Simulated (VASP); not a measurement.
# PbO2 in VASP: settings compared, part 2 of 2

VASP 6.6.1. The steps go on from the part before.

## 3. Single point, PBEsol

Input file INCAR:

```
SYSTEM = PbO2
PREC = Accurate
ENCUT = 520
EDIFF = 1E-6
ISMEAR = -1
SIGMA = 0.05
LREAL = Auto
LASPH = .TRUE.
NELM = 60
ALGO = Normal
ISIF = 2
LWAVE = .FALSE.
LCHARG = .TRUE.
GGA = PS
LELF = .TRUE.
LVHAR = .TRUE.
NBANDS = 354
ISYM = 0
LUSENCCL = .FALSE.
```

Input file KPOINTS:

```
Automatic mesh
0
Gamma
  1 1 1
  0.25 0.25 0.25
```

Input file POSCAR:

```
PbO2
1.0
    9.9944540000      0.0000000000      0.0000000000
    0.0000000000      9.9944540000      0.0000000000
    0.0000000000      0.0000000000     10.2294090000
Pb O
24 48
Direct
    0.0000000000      0.0000000000      0.0000000000
    0.0000000000      0.0000000000      0.3333330000
    0.0000000000      0.0000000000      0.6666670000
    0.0000000000      0.5000000000      0.0000000000
    0.0000000000      0.5000000000      0.3333330000
    0.0000000000      0.5000000000      0.6666670000
    0.5000000000      0.0000000000      0.0000000000
    0.5000000000      0.0000000000      0.3333330000
    0.5000000000      0.0000000000      0.6666670000
    0.5000000000      0.5000000000      0.0000000000
    0.5000000000      0.5000000000      0.3333330000
    0.5000000000      0.5000000000      0.6666670000
    0.2500000000      0.2500000000      0.1666670000
    0.2500000000      0.2500000000      0.5000000000
    0.2500000000      0.2500000000      0.8333330000
    0.2500000000      0.7500000000      0.1666670000
    0.2500000000      0.7500000000      0.5000000000
    0.2500000000      0.7500000000      0.8333330000
    0.7500000000      0.2500000000      0.1666670000
    0.7500000000      0.2500000000      0.5000000000
    0.7500000000      0.2500000000      0.8333330000
    0.7500000000      0.7500000000      0.1666670000
    0.7500000000      0.7500000000      0.5000000000
    0.7500000000      0.7500000000      0.8333330000
    0.1538300000      0.1538300000      0.0000000000
    0.1538300000      0.1538300000      0.3333330000
    0.1538300000      0.1538300000      0.6666670000
    0.1538300000      0.6538300000      0.0000000000
    0.1538300000      0.6538300000      0.3333330000
    0.1538300000      0.6538300000      0.6666670000
    0.6538300000      0.1538300000      0.0000000000
    0.6538300000      0.1538300000      0.3333330000
    0.6538300000      0.1538300000      0.6666670000
    0.6538300000      0.6538300000      0.0000000000
    0.6538300000      0.6538300000      0.3333330000
    0.6538300000      0.6538300000      0.6666670000
    0.3461700000      0.3461700000      0.0000000000
    0.3461700000      0.3461700000      0.3333330000
    0.3461700000      0.3461700000      0.6666670000
    0.3461700000      0.8461700000      0.0000000000
    0.3461700000      0.8461700000      0.3333330000
    0.3461700000      0.8461700000      0.6666670000
    0.8461700000      0.3461700000      0.0000000000
    0.8461700000      0.3461700000      0.3333330000
    0.8461700000      0.3461700000      0.6666670000
    0.8461700000      0.8461700000      0.0000000000
    0.8461700000      0.8461700000      0.3333330000
    0.8461700000      0.8461700000      0.6666670000
    0.0961700000      0.4038300000      0.1666670000
    0.0961700000      0.4038300000      0.5000000000
    0.0961700000      0.4038300000      0.8333330000
    0.0961700000      0.9038300000      0.1666670000
    0.0961700000      0.9038300000      0.5000000000
    0.0961700000      0.9038300000      0.8333330000
    0.5961700000      0.4038300000      0.1666670000
    0.5961700000      0.4038300000      0.5000000000
    0.5961700000      0.4038300000      0.8333330000
    0.5961700000      0.9038300000      0.1666670000
    0.5961700000      0.9038300000      0.5000000000
    0.5961700000      0.9038300000      0.8333330000
    0.4038300000      0.0961700000      0.1666670000
    0.4038300000      0.0961700000      0.5000000000
    0.4038300000      0.0961700000      0.8333330000
    0.4038300000      0.5961700000      0.1666670000
    0.4038300000      0.5961700000      0.5000000000
    0.4038300000      0.5961700000      0.8333330000
    0.9038300000      0.0961700000      0.1666670000
    0.9038300000      0.0961700000      0.5000000000
    0.9038300000      0.0961700000      0.8333330000
    0.9038300000      0.5961700000      0.1666670000
    0.9038300000      0.5961700000      0.5000000000
    0.9038300000      0.5961700000      0.8333330000
```

Potentials or basis: VASP PAW PBE potentials, release 64 (Pb_d, O).

Started as:

```sh
cat potpaw_PBE.64/Pb_d/POTCAR potpaw_PBE.64/O/POTCAR > POTCAR
mpirun -np 1 vasp_std > vasp.out
```

Run time: 4.8 min. Hardware: 1 × NVIDIA H100 80GB with 1 thread of AMD EPYC 7R13 (Zen 3), shared host; peak memory 2.3 GiB.

It converged, with:

```yaml
Free_energy: -408.7385 eV
Pressure: 0.2 GPa
Largest_force: 0.005 eV/Å
Band_gap_on_the_k_mesh: 0.38 eV
```

Forces on the atoms (eV/Å):
```
Pb   0.000  0.000  0.000
Pb   0.000  0.000  0.001
Pb   0.000  0.000 -0.001
Pb   0.000  0.000  0.000
Pb   0.000  0.000  0.001
Pb   0.000  0.000 -0.001
Pb   0.000  0.000  0.000
Pb   0.000  0.000  0.001
Pb   0.000  0.000 -0.001
Pb   0.000  0.000  0.000
Pb   0.000  0.000  0.001
Pb   0.000  0.000 -0.001
Pb   0.000  0.000 -0.001
Pb   0.000  0.000  0.000
Pb   0.000  0.000  0.001
Pb   0.000  0.000 -0.001
Pb   0.000  0.000  0.000
Pb   0.000  0.000  0.001
Pb   0.000  0.000 -0.001
Pb   0.000  0.000  0.000
Pb   0.000  0.000  0.001
Pb   0.000  0.000 -0.001
Pb   0.000  0.000  0.000
Pb   0.000  0.000  0.001
O   -0.004 -0.004  0.000
O    0.000  0.000  0.002
O    0.000  0.000 -0.002
O   -0.004 -0.004  0.000
O    0.000  0.000  0.002
O    0.000  0.000 -0.002
O   -0.004 -0.004  0.000
O    0.000  0.000  0.002
O    0.000  0.000 -0.002
O   -0.004 -0.004  0.000
O    0.000  0.000  0.002
O    0.000  0.000 -0.002
O    0.004  0.004  0.000
O    0.000  0.000  0.002
O    0.000  0.000 -0.002
O    0.004  0.004  0.000
O    0.000  0.000  0.002
O    0.000  0.000 -0.002
O    0.004  0.004  0.000
O    0.000  0.000  0.002
O    0.000  0.000 -0.002
O    0.004  0.004  0.000
O    0.000  0.000  0.002
O    0.000  0.000 -0.002
O    0.000  0.000 -0.002
O    0.004 -0.004  0.000
O    0.000  0.000  0.002
O    0.000  0.000 -0.002
O    0.004 -0.004  0.000
O    0.000  0.000  0.002
O    0.000  0.000 -0.002
O    0.004 -0.004  0.000
O    0.000  0.000  0.002
O    0.000  0.000 -0.002
O    0.004 -0.004  0.000
O    0.000  0.000  0.002
O    0.000  0.000 -0.002
O   -0.004  0.004  0.000
O    0.000  0.000  0.002
O    0.000  0.000 -0.002
O   -0.004  0.004  0.000
O    0.000  0.000  0.002
O    0.000  0.000 -0.002
O   -0.004  0.004  0.000
O    0.000  0.000  0.002
O    0.000  0.000 -0.002
O   -0.004  0.004  0.000
O    0.000  0.000  0.002
```

Stress tensor (GPa, compression positive):
```
0.19 0.00 0.00
0.00 0.19 0.00
0.00 0.00 0.29
```

Levels at points of the mesh, in eV from the valence-band top:
```tsv
k point	band 309	band 310	band 311	band 312	band 313	band 314	band 315	band 316
(0.25, 0.25, 0.25)	-0.25	-0.25	-0.24	0.00	0.38	1.80	1.80	1.90
```

Caveat: the k points lie up to 0.63 Å⁻¹ apart; the PAW data sets were made with another functional, which shifts forces and pressure a little; spin-orbit coupling is left out, which moves the levels of the heavy elements. A k mesh can miss the band edges.

## 4. Single point, HSE06

Input file POSCAR:

```
PbO2
1.0
    9.9946160000      0.0000000000      0.0000000000
    0.0000000000      9.9946160000      0.0000000000
    0.0000000000      0.0000000000     10.2258320000
Pb O
24 48
Direct
    0.0000000000      0.0000000000      0.0000000000
    0.0000000000      0.0000000000      0.3333330000
    0.0000000000      0.0000000000      0.6666670000
    0.0000000000      0.5000000000      0.0000000000
    0.0000000000      0.5000000000      0.3333330000
    0.0000000000      0.5000000000      0.6666670000
    0.5000000000      0.0000000000      0.0000000000
    0.5000000000      0.0000000000      0.3333330000
    0.5000000000      0.0000000000      0.6666670000
    0.5000000000      0.5000000000      0.0000000000
    0.5000000000      0.5000000000      0.3333330000
    0.5000000000      0.5000000000      0.6666670000
    0.2500000000      0.2500000000      0.1666670000
    0.2500000000      0.2500000000      0.5000000000
    0.2500000000      0.2500000000      0.8333330000
    0.2500000000      0.7500000000      0.1666670000
    0.2500000000      0.7500000000      0.5000000000
    0.2500000000      0.7500000000      0.8333330000
    0.7500000000      0.2500000000      0.1666670000
    0.7500000000      0.2500000000      0.5000000000
    0.7500000000      0.2500000000      0.8333330000
    0.7500000000      0.7500000000      0.1666670000
    0.7500000000      0.7500000000      0.5000000000
    0.7500000000      0.7500000000      0.8333330000
    0.1538030000      0.1538030000      0.0000300000
    0.1538030000      0.1538030000      0.3333640000
    0.1538030000      0.1538030000      0.6666970000
    0.1538030000      0.6538030000      0.0000300000
    0.1538030000      0.6538030000      0.3333640000
    0.1538030000      0.6538030000      0.6666970000
    0.6538030000      0.1538030000      0.0000300000
    0.6538030000      0.1538030000      0.3333640000
    0.6538030000      0.1538030000      0.6666970000
    0.6538030000      0.6538030000      0.0000300000
    0.6538030000      0.6538030000      0.3333640000
    0.6538030000      0.6538030000      0.6666970000
    0.3461970000      0.3461970000      0.9999700000
    0.3461970000      0.3461970000      0.3333030000
    0.3461970000      0.3461970000      0.6666360000
    0.3461970000      0.8461970000      0.9999700000
    0.3461970000      0.8461970000      0.3333030000
    0.3461970000      0.8461970000      0.6666360000
    0.8461970000      0.3461970000      0.9999700000
    0.8461970000      0.3461970000      0.3333030000
    0.8461970000      0.3461970000      0.6666370000
    0.8461970000      0.8461970000      0.9999700000
    0.8461970000      0.8461970000      0.3333030000
    0.8461970000      0.8461970000      0.6666360000
    0.0961080000      0.4038920000      0.1666670000
    0.0961080000      0.4038910000      0.5000000000
    0.0961080000      0.4038920000      0.8333330000
    0.0961080000      0.9038920000      0.1666670000
    0.0961080000      0.9038920000      0.5000000000
    0.0961080000      0.9038920000      0.8333330000
    0.5961090000      0.4038920000      0.1666670000
    0.5961090000      0.4038920000      0.5000000000
    0.5961090000      0.4038910000      0.8333330000
    0.5961080000      0.9038920000      0.1666670000
    0.5961080000      0.9038920000      0.5000000000
    0.5961080000      0.9038920000      0.8333330000
    0.4038920000      0.0961080000      0.1666670000
    0.4038920000      0.0961080000      0.5000000000
    0.4038920000      0.0961080000      0.8333330000
    0.4038920000      0.5961080000      0.1666670000
    0.4038920000      0.5961080000      0.5000000000
    0.4038920000      0.5961080000      0.8333330000
    0.9038920000      0.0961080000      0.1666670000
    0.9038910000      0.0961080000      0.5000000000
    0.9038910000      0.0961080000      0.8333330000
    0.9038910000      0.5961080000      0.1666670000
    0.9038910000      0.5961080000      0.5000000000
    0.9038910000      0.5961080000      0.8333330000
```

Input file INCAR.step1:

```
ALGO = Normal ; EDIFF = 1E-5
ENCUT = 520 ; GGA = PE
ISIF = 2 ; ISMEAR = -1
LASPH = T ; LCHARG = F
LREAL = Auto ; LUSENCCL = F
LWAVE = T ; NBANDS = 354
NELM = 80 ; PREC = Accurate
SIGMA = 0.05
```

Input file INCAR.step2:

```
ALGO = Normal ; EDIFF = 1E-6
ENCUT = 520 ; GGA = PE
HFSCREEN = 0.2079 ; ISIF = 2
ISMEAR = -1 ; ISTART = 1
LASPH = T ; LCHARG = F
LHFCALC = T ; LREAL = Auto
LUSENCCL = F ; LWAVE = F
NBANDS = 354 ; NELM = 80
PREC = Accurate ; PRECFOCK = Fast
SIGMA = 0.05
```

Input file KPOINTS:

```
k-points
0
Gamma
  1 1 1
```

Started as:

```sh
cat potpaw_PBE.64/Pb_d/POTCAR potpaw_PBE.64/O/POTCAR > POTCAR
cp INCAR.step1 INCAR
mpirun -np 1 vasp_gam > vasp.out
cp INCAR.step2 INCAR
mpirun -np 1 vasp_gam > vasp.out
```

Wall time 24 min (1 × NVIDIA H100 80GB with 1 thread of AMD EPYC 7R13 (Zen 3), shared host); peak memory 1.8 GiB.

The run converged. Its results:

```yaml
Free_energy: -489.7527 eV
Pressure: -2.9 GPa
Largest_force: 0.049 eV/Å
Band_gap_on_the_k_mesh: 0.14 eV
```

Forces on the atoms (eV/Å):
```
Pb   0.000  0.000  0.000
Pb   0.000  0.000  0.000
Pb   0.000  0.000  0.000
Pb   0.000  0.000  0.000
Pb   0.000  0.000  0.000
Pb   0.000  0.000  0.000
Pb   0.000  0.000  0.000
Pb   0.000  0.000  0.000
Pb   0.000  0.000  0.000
Pb   0.000  0.000  0.000
Pb   0.000  0.000  0.000
Pb   0.000  0.000  0.000
Pb   0.000  0.000  0.000
Pb   0.000  0.000  0.000
Pb   0.000  0.000  0.000
Pb   0.000  0.000  0.000
Pb   0.000  0.000  0.000
Pb   0.000  0.000  0.000
Pb   0.000  0.000  0.000
Pb   0.000  0.000  0.000
Pb   0.000  0.000  0.000
Pb   0.000  0.000  0.000
Pb   0.000  0.000  0.000
Pb   0.000  0.000  0.000
O    0.035  0.035 -0.001
O    0.035  0.035 -0.001
O    0.035  0.035 -0.001
O    0.035  0.035 -0.001
O    0.035  0.035 -0.001
O    0.035  0.035 -0.001
O    0.035  0.035 -0.001
O    0.035  0.035 -0.001
O    0.035  0.035 -0.001
O    0.035  0.035 -0.001
O    0.035  0.035 -0.001
O    0.035  0.035 -0.001
O   -0.035 -0.035  0.001
O   -0.035 -0.035  0.001
O   -0.035 -0.035  0.001
O   -0.035 -0.035  0.001
O   -0.035 -0.035  0.001
O   -0.035 -0.035  0.001
O   -0.035 -0.035  0.001
O   -0.035 -0.035  0.001
O   -0.035 -0.035  0.001
O   -0.035 -0.035  0.001
O   -0.035 -0.035  0.001
O   -0.035 -0.035  0.001
O   -0.014  0.014  0.000
O   -0.014  0.014  0.000
O   -0.014  0.014  0.000
O   -0.014  0.014  0.000
O   -0.014  0.014  0.000
O   -0.014  0.014  0.000
O   -0.014  0.014  0.000
O   -0.014  0.014  0.000
O   -0.014  0.014  0.000
O   -0.014  0.014  0.000
O   -0.014  0.014  0.000
O   -0.014  0.014  0.000
O    0.014 -0.014  0.000
O    0.014 -0.014  0.000
O    0.014 -0.014  0.000
O    0.014 -0.014  0.000
O    0.014 -0.014  0.000
O    0.014 -0.014  0.000
O    0.014 -0.014  0.000
O    0.014 -0.014  0.000
O    0.014 -0.014  0.000
O    0.014 -0.014  0.000
O    0.014 -0.014  0.000
O    0.014 -0.014  0.000
```

Stress tensor (GPa, compression positive):
```
-1.96  0.01  0.00
 0.01 -1.96  0.00
 0.00  0.00 -4.73
```

Levels at points of the mesh, in eV from the valence-band top:
| k point | band 308 | band 309 | band 310 | band 311 | band 312 | band 313 | band 314 | band 315 | band 316 | band 317 |
| --- | --- | --- | --- | --- | --- | --- | --- | --- | --- | --- |
| (0.00, 0.00, 0.00) | -0.16 | -0.16 | -0.16 | -0.16 | 0.00 | 0.14 | 3.89 | 3.89 | 3.89 | 3.89 |

Caveat: the k points lie up to 0.63 Å⁻¹ apart; the PAW data sets were made with another functional, which shifts forces and pressure a little; spin-orbit coupling is left out, which moves the levels of the heavy elements. A k mesh can miss the band edges.

## 5. Overview

| level | cell | k mesh | grid for exact exchange (PRECFOCK) | screening parameter | gap on the mesh (eV) | pressure (GPa) | largest force (eV/Å) |
| --- | --- | --- | --- | --- | --- | --- | --- |
| PBEsol | a = 9.995, b = 9.995, c = 10.226 Å, 72 atoms | 1 × 1 × 1, shifted | - | - | 0.39 | 0.3 | 0.03 |
| PBEsol | a = 9.994, b = 9.994, c = 10.229 Å, 72 atoms | 1 × 1 × 1, shifted | - | - | 0.38 | 0.2 | 0.01 |
| HSE06 | a = 9.995, b = 9.995, c = 10.226 Å, 72 atoms | 1 × 1 × 1 | Fast | 0.2079 1/Å | 0.14 | -2.9 | 0.05 |

Alike in all rows: task single point; potentials or basis VASP PAW PBE potentials, release 64 (Pb_d, O); no spin polarisation; cutoff (eV) 520; smearing fermi-dirac 0.05 eV.

Caveats: all runs use coarse meshes; the PAW data sets were made with another functional, which shifts forces and pressure a little; spin-orbit coupling is left out, which moves the levels of the heavy elements.

Absolute energies hang on the potentials; compare differences alone.
